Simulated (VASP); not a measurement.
# BaTiO3 (Barioperovskite) (Amm2) in VASP: further runs

The runs below take BaTiO3 (Barioperovskite) through single point, with PBE.

Everything below comes from runs of VASP 6.6.1. Logs are shortened: lines on timing, memory, paths and dates and some standing lists are left out, and cuts for length are marked.

## (1) The cell of the first run

It takes space group Amm2 (No. 38, orthorhombic). The conventional cell has a = 4.012 Å, b = 5.711 Å, c = 5.728 Å, α = 90.00°, β = 90.00°, γ = 90.00°. Ba (site symmetry mm2) has 12 O at 2.79 to 2.94 Å and 8 Ti at 3.44 to 3.56 Å within 3.7 Å. Ti (site symmetry mm2) has 6 O at 1.94 to 2.11 Å within 2.6 Å. Within 2.6 Å of O (site symmetry m) lie 2 Ti at 1.94 to 2.11 Å. O (site symmetry mm2) has 2 Ti at 2.01 Å within 2.7 Å.

## (2) Single point, PBE

INCAR

```
  PREC = Accurate
  ENCUT = 520
  EDIFF = 1E-6
  ISMEAR = -1
  SIGMA = 0.05
  LREAL = False
  LASPH = True
  NELM = 60
  ALGO = Normal
  ISIF = 2
  LWAVE = False
  LCHARG = False
  GGA = PE
  NBANDS = 28
```

KPOINTS

```
regular mesh
0
Gamma
  7 7 7
```

POSCAR

```
BaTiO3
1.0
    4.0118948090      0.0000000000      0.0000000000
    0.0000000000      2.8556879648      2.8639926021
    0.0000000000     -2.8556879648      2.8639926021
Ba Ti O
1 1 3
Direct
    0.0000000000      0.0000000000      0.0000000000
    0.5000000000      0.5124000000      0.5124000000
    0.5000000000      0.9918400000      0.5052400000
    0.5000000000      0.5052400000      0.9918400000
    0.0000000000      0.4874000000      0.4874000000
```

Potentials or basis: VASP PAW PBE potentials, release 64 (Ba_sv, Ti_sv, O).

Launch:

```sh
cat potpaw_PBE.64/Ba_sv/POTCAR potpaw_PBE.64/Ti_sv/POTCAR potpaw_PBE.64/O/POTCAR > POTCAR
mpirun -np 1 vasp_std > vasp.out
```

OUTCAR:

```text
PREC = Accurate
   ENCUT = 520
   EDIFF = 1E-6
   ISMEAR = -1
   LREAL = False
   LASPH = True
   NELM = 60
   ISIF = 2
   GGA = PE

 ion  position               nearest neighbor table
   1  0.000  0.000  0.000-   5 2.79   4 2.83   3 2.83   3 2.83   4 2.83   5 2.86   5 2.86   4 2.86
                             3 2.86   3 2.86   4 2.86   5 2.94   2 3.44   2 3.44   2 3.49   2 3.49
   2  0.500  0.512  0.512-   3 1.94   4 1.94   5 2.01   5 2.01   3 2.11   4 2.11   1 3.44   1 3.44
                             1 3.49   1 3.49   1 3.49   1 3.49   1 3.56   1 3.56
   3  0.500  0.992  0.505-   2 1.94   2 2.11   1 2.83   1 2.83   1 2.86   1 2.86
   4  0.500  0.505  0.992-   2 1.94   2 2.11   1 2.83   1 2.83   1 2.86   1 2.86
   5  0.000  0.487  0.487-   2 2.01   2 2.01   1 2.79   1 2.86   1 2.86   1 2.94

  LATTYP: Found a base centered orthorhombic cell.
 ALAT       =     5.7113759296
 B/A-ratio  =     1.0029081039
 C/A-ratio  =     0.7024392823

  Lattice vectors:

 A1 = (   0.0000000000,   2.8556879648,  -2.8639926021)
 A2 = (   0.0000000000,   2.8556879648,   2.8639926021)
 A3 = (   4.0118948090,   0.0000000000,   0.0000000000)

Analysis of symmetry for initial positions (statically):
=====================================================================
 Subroutine PRICEL returns:
 Original cell was already a primitive cell.

 Routine SETGRP: Setting up the symmetry group for a
 base centered orthorhombic supercell.

 Subroutine GETGRP returns: Found  4 space group operations
 (whereof  4 operations were pure point group operations)
 out of a pool of  8 trial point group operations.

The static configuration has the point symmetry C_2v.

Analysis of symmetry for dynamics (positions and initial velocities):
=====================================================================
 Subroutine PRICEL returns:
 Original cell was already a primitive cell.

 Routine SETGRP: Setting up the symmetry group for a
 base centered orthorhombic supercell.

 Subroutine GETGRP returns: Found  4 space group operations
 (whereof  4 operations were pure point group operations)
 out of a pool of  8 trial point group operations.

The dynamic configuration has the point symmetry C_2v.

 Subroutine INISYM returns: Found  4 space group operations
 (whereof  4 operations are pure point group operations),
 and found     1 'primitive' translations

[... 100 lines left out ...]
   EDIFF  = 0.1E-05   stopping-criterion for ELM
   LREAL  =      F    real-space projection
   EDIFFG = 0.1E-04   stopping-criterion for IOM
   NSW    =      0    number of steps for IOM
   IBRION =     -1    ionic relax: 0-MD 1-quasi-New 2-CG
   NFREE  =      0    steps in history (QN), initial steepest desc. (CG)
   ISIF   =      2    stress and relaxation
   ISYM   =      2    0-nonsym 1-usesym 2-fastsym
   POTIM  = 0.5000    time-step for ionic-motion
   TEBEG  =    0.0;   TEEND  =   0.0 temperature during run
   PSTRESS=    0.0 pullay stress
   NELECT =      40.0000    total number of electrons
   NUPDOWN=      -1.0000    fix difference up-down
   EMIN   =  10.00;   EMAX   =-10.00  energy-range for DOS
   EFERMI =   0.00;   METHOD = LEGACY
   ISMEAR =    -1;   SIGMA  =   0.05  broadening in eV -4-tet -1-fermi 0-gaus
   EFERMI_NEDOS =   21; number of points for ismear=-14 and -15
   IALGO  =     38    algorithm
   IMIX   =      4    mixing-type and parameters
     AMIX     =   0.40;   BMIX     =  1.00
     AMIX_MAG =   1.60;   BMIX_MAG =  1.00
  volume/ion in A,a.u.               =      13.12        88.57
  Fermi-wavevector in a.u.,A,eV,Ry     =   1.388057  2.623048 26.214392  1.926703
  Thomas-Fermi vector in A             =   2.512220
   LORBIT       =      0    0 simple, 1 ext, 2 COOP (PROOUT), +10 PAW based schemes
   GGA     = PE    functional components
   LHFCALC =     F    Hartree Fock is set to
   AEXX    =    0.0000 exact exchange contribution
   IVDW    =     0    specifies the selected vdW correction
   LEPSILON=     F    determine dielectric tensor
   LRPA    =     F    only Hartree local field effects (RPA)
 non-spin polarized calculation
  energy-cutoff  :      520.00
  volume of cell :       65.62
 maximum number of plane-waves:      1789
 NGX is ok and might be reduce to    30
   NGX = 15   NGY = 15   NGZ = 15

 number of electron      39.9999994 magnetization

 Free energy of the ion-electron system (eV)
  ---------------------------------------------------
  ext. energy  EPLUGINS =         0.00000000
  ---------------------------------------------------
  free energy    TOTEN  =       -39.99384258 eV

  energy without entropy =      -39.99384258  energy(sigma->0) =      -39.99384258

 E-fermi :   4.5784     XC(G=0): -11.1334

 val. band max:        3.5870061277   @ k =   0.4286   0.4286   0.4286
 cond. band min:       5.4646147700   @ k =   0.0000   0.0000   0.0000
 fundamental gap:      1.8776086423
 Fermi energy:         4.5784347480

 k-point     1 :       0.0000    0.0000    0.0000
  band No.  band energies     occupation
      1     -52.9978      2.00000
      2     -29.2131      2.00000
      3     -29.2125      2.00000
      4     -29.1976      2.00000
      5     -21.2225      2.00000
      6     -13.1822      2.00000
[... 733 lines left out ...]
     27      11.8425      0.00000
     28      12.0006      0.00000

 [... further k-points ...]

------------------------ aborting loop because EDIFF is reached ----------------------------------------

  FORCE on cell =-STRESS in cart. coord.  units (eV):
  Direction    XX          YY          ZZ          XY          YZ          ZX
  --------------------------------------------------------------------------------------
  -------------------------------------------------------------------------------------
  Total        0.3419893      0.3928020      0.1439988      0.0000000      0.0000000      0.0000000
  in kB        8.3495079      9.5900771      3.5156638      0.0000000      0.0000000      0.0000000
  external PRESSURE =       7.1517496 kB  Pullay stress =       0.0000000 kB

 VOLUME and BASIS-vectors are now :
 -----------------------------------------------------------------------------
  energy-cutoff  :      520.00
  volume of cell :       65.62
      direct lattice vectors                 reciprocal lattice vectors
     4.011894809  0.000000000  0.000000000     0.249258779  0.000000000  0.000000000
     0.000000000  2.855687965  2.863992602     0.000000000  0.175089158  0.174581457
     0.000000000 -2.855687965  2.863992602     0.000000000 -0.175089158  0.174581457

 POSITION                                       TOTAL-FORCE (eV/Angst)
 -----------------------------------------------------------------------------------
      0.00000      0.00000      0.00000         0.000000     -0.000000      0.150730
      2.00595      0.00000      2.93502         0.000000     -0.000000      0.244100
      2.00595      1.38958      4.28763         0.000000     -0.042852     -0.310035
      2.00595     -1.38958      4.28763         0.000000      0.042852     -0.310035
      0.00000      0.00000      2.79182         0.000000     -0.000000      0.225240
 -----------------------------------------------------------------------------------
    total drift:                                0.000000      0.000001      0.000789

  FREE ENERGIE OF THE ION-ELECTRON SYSTEM (eV)
  ---------------------------------------------------
  free  energy   TOTEN  =       -39.9938425835 eV

  energy  without entropy=      -39.9938425827  energy(sigma->0) =      -39.99384258
```

OSZICAR:

```text
N       E                     dE             d eps       ncg     rms          rms(c)
DAV:   1     0.432269027498E+03    0.43227E+03   -0.20904E+04  3584   0.153E+03
DAV:   2    -0.620186599798E+01   -0.43847E+03   -0.41784E+03  4144   0.426E+02
DAV:   3    -0.488569657215E+02   -0.42655E+02   -0.42315E+02  4980   0.132E+02
DAV:   4    -0.509319238006E+02   -0.20750E+01   -0.20706E+01  5512   0.247E+01
DAV:   5    -0.509958298469E+02   -0.63906E-01   -0.63893E-01  4768   0.333E+00    0.226E+01
DAV:   6    -0.402461676975E+02    0.10750E+02   -0.58389E+01  5360   0.659E+01    0.100E+01
DAV:   7    -0.401874247512E+02    0.58743E-01   -0.10802E+01  4848   0.239E+01    0.662E+00
DAV:   8    -0.399990619884E+02    0.18836E+00   -0.60806E-01  4384   0.680E+00    0.362E+00
DAV:   9    -0.400298879328E+02   -0.30826E-01   -0.44206E-01  5208   0.583E+00    0.176E+00
DAV:  10    -0.399986998167E+02    0.31188E-01   -0.19215E-01  4288   0.430E+00    0.586E-01
DAV:  11    -0.399939476956E+02    0.47521E-02   -0.21556E-02  4324   0.880E-01    0.186E-01
DAV:  12    -0.399938903348E+02    0.57361E-04   -0.16792E-03  4380   0.367E-01    0.598E-02
DAV:  13    -0.399938421641E+02    0.48171E-04   -0.25881E-04  4484   0.157E-01    0.276E-02
DAV:  14    -0.399938435285E+02   -0.13643E-05   -0.39969E-05  4912   0.467E-02    0.113E-02
DAV:  15    -0.399938440764E+02   -0.54799E-06   -0.20049E-05  5232   0.399E-02    0.106E-02
DAV:  16    -0.399938425532E+02    0.15232E-05   -0.38496E-06  3272   0.195E-02    0.226E-03
DAV:  17    -0.399938425835E+02   -0.30243E-07   -0.29928E-07  2412   0.397E-03
   1 F= -.39993843E+02 E0= -.39993843E+02  d E =-.728224E-09
```

stdout:

```text
POSCAR found type information on POSCAR BaTiO
 POSCAR found :  3 types and       5 ions
 scaLAPACK will be used
 LDA part: xc-table for (Slater+PW92), standard interpolation
 POSCAR, INCAR and KPOINTS ok, starting setup
 FFT: planning ... GRIDC
 FFT: planning ... GRID_SOFT
 FFT: planning ... GRID
 WAVECAR not read
 entering main loop
```

Wall time 2.7 min (1 thread of AMD EPYC 7R43 (Zen 3), shared host); peak memory 0.21 GiB.

What came out:

```
Free energy            : -39.9938 eV
Pressure               : 0.7 GPa
Largest force          : 0.313 eV/Å
Band gap on the k mesh : 1.88 eV, indirect (least direct gap 2.03 eV)
```

Forces on the atoms (eV/Å):
```
Ba   0.000  0.000  0.151
Ti   0.000  0.000  0.244
O    0.000 -0.043 -0.310
O    0.000  0.043 -0.310
O    0.000  0.000  0.225
```

Stress tensor (GPa, compression positive):
```
0.83 0.00 0.00
0.00 0.96 0.00
0.00 0.00 0.35
```

Caveat: spin-orbit coupling is left out, which moves the levels of the heavy elements. A k mesh can miss the band edges.

## (3) Single point, PBE

This run uses another cell than the first one, of 13.38 Å³/atom, 1.020 times its volume.

INCAR

```
SYSTEM = BaTiO3
PREC = Accurate ; ENCUT = 520
EDIFF = 1E-6 ; ISMEAR = -1
SIGMA = 0.05 ; LREAL = .False.
LASPH = .True. ; NELM = 80
ALGO = Normal ; ISIF = 2
LWAVE = .False. ; LCHARG = .False.
GGA = PE ; NBANDS = 28
```

KPOINTS

```
Automatic mesh
0
Gamma
  7 7 7
  0 0 0
```

POSCAR: that of step 2 with these lines changed.

```diff
@@ -2,5 +2,5 @@
 1.0
-    4.0118948090      0.0000000000      0.0000000000
-    0.0000000000      2.8556879648      2.8639926021
-    0.0000000000     -2.8556879648      2.8639926021
+    4.0379468039      0.0000000000      0.0000000000
+    0.0000000000      2.8742319127      2.8825904778
+    0.0000000000     -2.8742319127      2.8825904778
 Ba Ti O
```

Potentials or basis: VASP PAW PBE potentials, release 64 (Ba_sv, Ti_sv, O).

Launch:

```sh
cat potpaw_PBE.64/Ba_sv/POTCAR potpaw_PBE.64/Ti_sv/POTCAR potpaw_PBE.64/O/POTCAR > POTCAR
mpirun -np 1 vasp_std > vasp.out
```

Wall time 2.6 min (1 thread of AMD EPYC 7R43 (Zen 3), shared host); peak memory 0.21 GiB.

The run converged. Its results:

- Free energy: -39.9886 eV
- Pressure: -2.3 GPa
- Largest force: 0.374 eV/Å
- Band gap on the k mesh: 1.84 eV, indirect (least direct gap 2.01 eV)

Forces in eV/Å, atoms in the order of the input:
```
Ba   0.000  0.000  0.147
Ti   0.000  0.000  0.338
O    0.000 -0.108 -0.359
O    0.000  0.108 -0.359
O    0.000  0.000  0.232
```

Stress tensor (GPa, compression positive):
```
-2.22  0.00  0.00
 0.00 -2.10  0.00
 0.00  0.00 -2.68
```

Levels at points of the mesh, in eV from the valence-band top:
| k point | band 18 | band 19 | band 20 | band 21 | band 22 | band 23 |
| --- | --- | --- | --- | --- | --- | --- |
| (0.00, 0.00, 0.00) | -0.31 | -0.22 | -0.17 | 1.84 | 1.90 | 2.04 |

Caveat: spin-orbit coupling is left out, which moves the levels of the heavy elements. A hybrid or GW would open this gap; PBE tends to underestimate it.

## (4) Single point, PBE

This run uses another cell than the first one, of 13.64 Å³/atom, 1.039 times its volume.

INCAR

```
SYSTEM = BaTiO3
ALGO = Normal
EDIFF = 1E-7
ENCUT = 520
GGA = PE
ISIF = 2
ISMEAR = -1
LASPH = .True.
LCHARG = .False.
LREAL = .False.
LWAVE = .False.
NBANDS = 28
NELM = 100
PREC = Accurate
SIGMA = 0.05
```

KPOINTS

```
k-points
0
Gamma
  7 7 7
  0 0 0
```

POSCAR: that of step 3 with these lines changed.

```diff
@@ -2,5 +2,5 @@
 1.0
-    4.0379468039      0.0000000000      0.0000000000
-    0.0000000000      2.8742319127      2.8825904778
-    0.0000000000     -2.8742319127      2.8825904778
+    4.0636669038      0.0000000000      0.0000000000
+    0.0000000000      2.8925396159      2.9009514217
+    0.0000000000     -2.8925396159      2.9009514217
 Ba Ti O
```

Potentials or basis: VASP PAW PBE potentials, release 64 (Ba_sv, Ti_sv, O).

Launch:

```sh
cat potpaw_PBE.64/Ba_sv/POTCAR potpaw_PBE.64/Ti_sv/POTCAR potpaw_PBE.64/O/POTCAR > POTCAR
mpirun -np 1 vasp_std > vasp.out
```

OUTCAR:

```text
SYSTEM = BaTiO3
   EDIFF = 1E-7
   ENCUT = 520
   GGA = PE
   ISIF = 2
   ISMEAR = -1
   LASPH = .True.
   LREAL = .False.
   NELM = 100
   PREC = Accurate

 ion  position               nearest neighbor table
   1  0.000  0.000  0.000-   5 2.83   4 2.87   3 2.87   3 2.87   4 2.87   5 2.89   5 2.89   4 2.90
                             3 2.90   3 2.90   4 2.90   5 2.97   2 3.48   2 3.48   2 3.54   2 3.54
   2  0.500  0.512  0.512-   3 1.96   4 1.96   5 2.04   5 2.04   3 2.13   4 2.13   1 3.48   1 3.48
                             1 3.54   1 3.54   1 3.54   1 3.54   1 3.60   1 3.60
[... 953 lines left out ...]
  -------------------------------------------------------------------------------------
  Total       -2.1032586     -2.0521511     -2.2872532      0.0000000      0.0000000      0.0000000
  in kB      -49.4123364    -48.2116556    -53.7349641      0.0000000      0.0000000      0.0000000
  external PRESSURE =     -50.4529854 kB  Pullay stress =       0.0000000 kB

 VOLUME and BASIS-vectors are now :
 -----------------------------------------------------------------------------
  energy-cutoff  :      520.00
  volume of cell :       68.20
      direct lattice vectors                 reciprocal lattice vectors
     4.063666904  0.000000000  0.000000000     0.246083162  0.000000000  0.000000000
     0.000000000  2.892539616  2.900951422     0.000000000  0.172858480  0.172357247
     0.000000000 -2.892539616  2.900951422     0.000000000 -0.172858480  0.172357247

 POSITION                                       TOTAL-FORCE (eV/Angst)
 -----------------------------------------------------------------------------------
      0.00000      0.00000      0.00000         0.000000      0.000000      0.144276
      2.03183      0.00000      2.97290         0.000000      0.000000      0.425567
      2.03183      1.40751      4.34296         0.000000     -0.168623     -0.403845
      2.03183     -1.40751      4.34296         0.000000      0.168623     -0.403845
      0.00000      0.00000      2.82785         0.000000      0.000000      0.237846
 -----------------------------------------------------------------------------------
    total drift:                                0.000000      0.000001      0.000815

  FREE ENERGIE OF THE ION-ELECTRON SYSTEM (eV)
  ---------------------------------------------------
  free  energy   TOTEN  =       -39.9601362096 eV

  energy  without entropy=      -39.9601362079  energy(sigma->0) =      -39.96013621
```

OSZICAR:

```text
N       E                     dE             d eps       ncg     rms          rms(c)
DAV:   1     0.429524110070E+03    0.42952E+03   -0.20746E+04  3584   0.153E+03
DAV:   2    -0.632321751302E+01   -0.43585E+03   -0.41636E+03  4208   0.422E+02
DAV:   3    -0.490428615788E+02   -0.42720E+02   -0.42362E+02  4952   0.131E+02
DAV:   4    -0.510718102812E+02   -0.20289E+01   -0.20246E+01  5484   0.242E+01
DAV:   5    -0.511397130353E+02   -0.67903E-01   -0.67892E-01  4840   0.322E+00    0.219E+01
DAV:   6    -0.403419070574E+02    0.10798E+02   -0.59711E+01  5296   0.641E+01    0.103E+01
DAV:   7    -0.402193881496E+02    0.12252E+00   -0.12337E+01  4808   0.252E+01    0.639E+00
DAV:   8    -0.400077792821E+02    0.21161E+00   -0.57740E-01  4328   0.619E+00    0.390E+00
DAV:   9    -0.400223941011E+02   -0.14615E-01   -0.74662E-01  5132   0.766E+00    0.229E+00
DAV:  10    -0.399658216644E+02    0.56572E-01   -0.29193E-01  4408   0.479E+00    0.596E-01
DAV:  11    -0.399608480990E+02    0.49736E-02   -0.27720E-02  4320   0.104E+00    0.295E-01
DAV:  12    -0.399602094815E+02    0.63862E-03   -0.41471E-03  4712   0.572E-01    0.860E-02
DAV:  13    -0.399602045672E+02    0.49143E-05   -0.23955E-04  4552   0.119E-01    0.675E-02
DAV:  14    -0.399601359434E+02    0.68624E-04   -0.18574E-04  4768   0.127E-01    0.132E-02
DAV:  15    -0.399601366422E+02   -0.69877E-06   -0.27894E-05  5100   0.372E-02    0.756E-03
DAV:  16    -0.399601361382E+02    0.50398E-06   -0.45214E-06  4424   0.196E-02    0.381E-03
DAV:  17    -0.399601362096E+02   -0.71395E-07   -0.84132E-07  4032   0.905E-03
   1 F= -.39960136E+02 E0= -.39960136E+02  d E =-.172125E-08
```

Run time: 3.3 min. Hardware: 1 thread of AMD EPYC 7R43 (Zen 3), shared host; peak memory 0.21 GiB.

Results:

```
Free energy            : -39.9601 eV
Pressure               : -5.0 GPa
Largest force          : 0.438 eV/Å
Band gap on the k mesh : 1.79 eV, indirect (least direct gap 1.98 eV)
```

Forces in eV/Å, atoms in the order of the input:
```
Ba   0.000  0.000  0.144
Ti   0.000  0.000  0.426
O    0.000 -0.169 -0.404
O    0.000  0.169 -0.404
O    0.000  0.000  0.238
```

Caveat: spin-orbit coupling is left out, which moves the levels of the heavy elements. A k mesh can miss the band edges.

## (5) Summary

```tsv
cell	gap on the mesh (eV)	pressure (GPa)	largest force (eV/Å)
a = 4.012, b = 4.044, c = 4.044 Å, angles 89.8, 90.0, 90.0°, 5 atoms	1.88	0.7	0.31
a = 4.038, b = 4.071, c = 4.071 Å, angles 89.8, 90.0, 90.0°, 5 atoms	1.84	-2.3	0.37
a = 4.064, b = 4.097, c = 4.097 Å, angles 89.8, 90.0, 90.0°, 5 atoms	1.79	-5.0	0.44
```

Alike in all rows: task single point; level PBE; potentials or basis VASP PAW PBE potentials, release 64 (Ba_sv, Ti_sv, O); no spin polarisation; k mesh 7 × 7 × 7; cutoff (eV) 520; smearing fermi-dirac 0.05 eV.

Caveats: spin-orbit coupling is left out, which moves the levels of the heavy elements.

Absolute energies hang on the potentials; compare differences alone.
